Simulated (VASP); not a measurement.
# PtS2 (R3m) in VASP: a series of runs, part 2 of 2

VASP 6.6.1. The steps go on from the part before.

## (5) Single point, r2SCAN

File POSCAR:

```
PtS2
1.0
    1.7391392340      1.0040925049      5.0958703795
   -1.7391392340      1.0040925049      5.0958703795
    0.0000000000     -2.0081850098      5.0958703795
Pt S
1 2
Direct
   -0.0026256459     -0.0026256459     -0.0026256459
    0.4255983381      0.4255983381      0.4255983381
    0.2436939743      0.2436939743      0.2436939743
```

File INCAR.step1:

```
PREC = Accurate
ENCUT = 520
ISMEAR = -1
SIGMA = 0.02
LREAL = F
LASPH = T
NELM = 80
NBANDS = 18
GGA = PE
ALGO = Normal
EDIFF = 1E-4
LWAVE = T
LCHARG = F
```

File INCAR.step2:

```
PREC = Accurate
ENCUT = 520
EDIFF = 1E-6
ISMEAR = -1
SIGMA = 0.02
LREAL = F
LASPH = T
NELM = 80
ALGO = Normal
ISIF = 2
LWAVE = F
LCHARG = T
METAGGA = R2SCAN
LMIXTAU = T
LELF = T
LVHAR = T
NBANDS = 18
ISTART = 1
```

File KPOINTS:

```
Automatic mesh
0
Gamma
  6 6 6
```

Potentials or basis: VASP PAW PBE potentials, release 64 (Pt, S).

Launch:

```
$ cat potpaw_PBE.64/Pt/POTCAR potpaw_PBE.64/S/POTCAR > POTCAR
$ cp INCAR.step1 INCAR
$ mpirun -np 1 vasp_std > vasp.out
$ cp INCAR.step2 INCAR
$ mpirun -np 1 vasp_std > vasp.out
```

OUTCAR:

```text
PREC = Accurate
   ENCUT = 520
   EDIFF = 1E-6
   ISMEAR = -1
   LREAL = F
   LASPH = T
   NELM = 80
   ISIF = 2
   METAGGA = R2SCAN
   ISTART = 1

 ion  position               nearest neighbor table
   1  0.997  0.997  0.997-   3 2.41   3 2.41   3 2.41   2 2.48   2 2.48   2 2.48
   2  0.426  0.426  0.426-   1 2.48   1 2.48   1 2.48   3 2.78
   3  0.244  0.244  0.244-   1 2.41   1 2.41   1 2.41   2 2.78

  LATTYP: Found a trigonal (rhomboedric) cell.
 ALAT       =     5.4772896544
 COS(alpha) =     0.7983643663

  Lattice vectors:

 A1 = (   1.7391392340,   1.0040925049,   5.0958703795)
 A2 = (  -1.7391392340,   1.0040925049,   5.0958703795)
 A3 = (   0.0000000000,  -2.0081850098,   5.0958703795)

Analysis of symmetry for initial positions (statically):
=====================================================================
 Subroutine PRICEL returns:
 Original cell was already a primitive cell.

 Routine SETGRP: Setting up the symmetry group for a
 trigonal (rhombohedral) supercell.

 Subroutine GETGRP returns: Found  6 space group operations
 (whereof  6 operations were pure point group operations)
 out of a pool of 12 trial point group operations.

The static configuration has the point symmetry C_3v.

Analysis of symmetry for dynamics (positions and initial velocities):
=====================================================================
 Subroutine PRICEL returns:
 Original cell was already a primitive cell.

 Routine SETGRP: Setting up the symmetry group for a
 trigonal (rhombohedral) supercell.

 Subroutine GETGRP returns: Found  6 space group operations
 (whereof  6 operations were pure point group operations)
 out of a pool of 12 trial point group operations.

[... 110 lines left out ...]
   POTIM  = 0.5000    time-step for ionic-motion
   TEBEG  =    0.0;   TEEND  =   0.0 temperature during run
   PSTRESS=    0.0 pullay stress
   NELECT =      22.0000    total number of electrons
   NUPDOWN=      -1.0000    fix difference up-down
   EMIN   =  10.00;   EMAX   =-10.00  energy-range for DOS
   EFERMI =   0.00;   METHOD = LEGACY
   ISMEAR =    -1;   SIGMA  =   0.02  broadening in eV -4-tet -1-fermi 0-gaus
   EFERMI_NEDOS =   21; number of points for ismear=-14 and -15
   IALGO  =     38    algorithm
   IMIX   =      4    mixing-type and parameters
     AMIX     =   0.40;   BMIX     =  1.00
     AMIX_MAG =   1.60;   BMIX_MAG =  1.00
  volume/ion in A,a.u.               =      17.80       120.10
  Fermi-wavevector in a.u.,A,eV,Ry     =   1.218213  2.302088 20.191623  1.484042
  Thomas-Fermi vector in A             =   2.353507
   LORBIT       =      0    0 simple, 1 ext, 2 COOP (PROOUT), +10 PAW based schemes
   METAGGA = R2SCAN    functional components
   LHFCALC =     F    Hartree Fock is set to
   AEXX    =    0.0000 exact exchange contribution
   IVDW    =     0    specifies the selected vdW correction
   LEPSILON=     F    determine dielectric tensor
   LRPA    =     F    only Hartree local field effects (RPA)
 non-spin polarized calculation
  energy-cutoff  :      520.00
  volume of cell :       53.39
 maximum number of plane-waves:      1456
 NGX is ok and might be reduce to    42
   NGX = 21   NGY = 21   NGZ = 21

 number of electron      22.0000000 magnetization

 Free energy of the ion-electron system (eV)
  ---------------------------------------------------
  ext. energy  EPLUGINS =         0.00000000
  ---------------------------------------------------
  free energy    TOTEN  =       -67.01869081 eV

  energy without entropy =      -67.01677027  energy(sigma->0) =      -67.01773054

 E-fermi :   7.3535     XC(G=0): -11.6345

 val. band max:        7.3495830555   @ k =  -0.3333   0.5000   0.3333
 cond. band min:       7.4086724000   @ k =  -0.3333   0.5000   0.1667
 fundamental gap:      0.0590893446
 Fermi energy:         7.3535416197

 k-point     1 :       0.0000    0.0000    0.0000
  band No.  band energies     occupation
      1      -9.2022      2.00000
      2      -5.9844      2.00000
      3      -0.8889      2.00000
      4       1.4198      2.00000
      5       1.4198      2.00000
      6       2.3484      2.00000
[... 481 lines left out ...]
      5       1.6258      2.00000
      6       2.0681      2.00000
[... 10 lines left out ...]
     17      16.2722      0.00000
     18      17.4558      0.00000

 [... further k-points ...]
[... 5 lines left out ...]
  --------------------------------------------------------------------------------------
  -------------------------------------------------------------------------------------
  Total        0.4554914      0.4554914      0.2896549      0.0000000     -0.0000000      0.0000000
  in kB       13.6682557     13.6682557      8.6918801      0.0000000     -0.0000000      0.0000000
  external PRESSURE =      12.0094638 kB  Pullay stress =       0.0000000 kB

 VOLUME and BASIS-vectors are now :
 -----------------------------------------------------------------------------
  energy-cutoff  :      520.00
  volume of cell :       53.39
      direct lattice vectors                 reciprocal lattice vectors
     1.739139234  1.004092505  5.095870379     0.287498545  0.165987363  0.065412444
    -1.739139234  1.004092505  5.095870379    -0.287498545  0.165987363  0.065412444
     0.000000000 -2.008185010  5.095870379     0.000000000 -0.331974725  0.065412444

 POSITION                                       TOTAL-FORCE (eV/Angst)
 -----------------------------------------------------------------------------------
      0.00000      0.00000     15.24747         0.000000      0.000000     -0.012010
      0.00000      0.00000      6.50638         0.000000     -0.000000     -0.039984
      0.00000      0.00000      3.72550         0.000000     -0.000000      0.051994
 -----------------------------------------------------------------------------------
    total drift:                               -0.000000      0.000000      0.000174

  FREE ENERGIE OF THE ION-ELECTRON SYSTEM (eV)
  ---------------------------------------------------
  free  energy   TOTEN  =       -67.0186908140 eV

  energy  without entropy=      -67.0167702703  energy(sigma->0) =      -67.01773054
```

OSZICAR.step1:

```text
N       E                     dE             d eps       ncg     rms          rms(c)
DAV:   1     0.110389353930E+03    0.11039E+03   -0.10464E+04  1160   0.109E+03
DAV:   2    -0.947745259184E+01   -0.11987E+03   -0.11611E+03  1428   0.218E+02
DAV:   3    -0.146871571223E+02   -0.52097E+01   -0.51617E+01  1408   0.460E+01
DAV:   4    -0.147401656739E+02   -0.53009E-01   -0.52982E-01  1500   0.522E+00
DAV:   5    -0.147409039384E+02   -0.73826E-03   -0.73823E-03  1398   0.602E-01    0.190E+01
DAV:   6    -0.141956709026E+02    0.54523E+00   -0.76991E+00  1176   0.224E+01    0.146E+01
DAV:   7    -0.137796013913E+02    0.41607E+00   -0.20067E+00  1170   0.127E+01    0.704E+00
DAV:   8    -0.137659615559E+02    0.13640E-01   -0.27503E-01  1406   0.265E+00    0.165E+00
DAV:   9    -0.137515932902E+02    0.14368E-01   -0.75419E-02  1390   0.149E+00    0.536E-01
DAV:  10    -0.137511802863E+02    0.41300E-03   -0.78628E-03  1274   0.617E-01    0.176E-01
DAV:  11    -0.137512020999E+02   -0.21814E-04   -0.52038E-04  1316   0.148E-01
   1 F= -.13751202E+02 E0= -.13749620E+02  d E =-.316350E-02
```

Wall time 1.7 min (1 thread of Intel Xeon 6975P-C (Granite Rapids), shared host); peak memory 0.28 GiB.

What came out:

```
Free energy            : -67.0187 eV
Pressure               : 1.2 GPa
Largest force          : 0.052 eV/Å
Band gap on the k mesh : zero (band 11 reaches 7.77 eV, above the bottom of band 12 at 7.35 eV)
```

Forces on the atoms (eV/Å):
```
Pt   0.000  0.000 -0.012
S    0.000  0.000 -0.040
S    0.000  0.000  0.052
```

Levels at points of the mesh, in eV from the Fermi level:
| k point | band 9 | band 10 | band 11 | band 12 | band 13 | band 14 |
| --- | --- | --- | --- | --- | --- | --- |
| (0.00, 0.00, 0.00) | -0.29 | -0.29 | 0.42 | 0.78 | 0.78 | 3.31 |
| (0.50, 0.00, 0.00) | -2.62 | -2.28 | -1.62 | 0.55 | 1.24 | 3.91 |
| (0.50, 0.50, 0.00) | -2.94 | -2.27 | -2.20 | 0.48 | 1.85 | 4.85 |
| (0.50, 0.50, 0.50) | -2.02 | 0.11 | 0.11 | 0.38 | 0.38 | 3.78 |

Caveat: the PAW data sets were made with another functional, which shifts forces and pressure a little; spin-orbit coupling is left out, which moves the levels of the heavy elements.
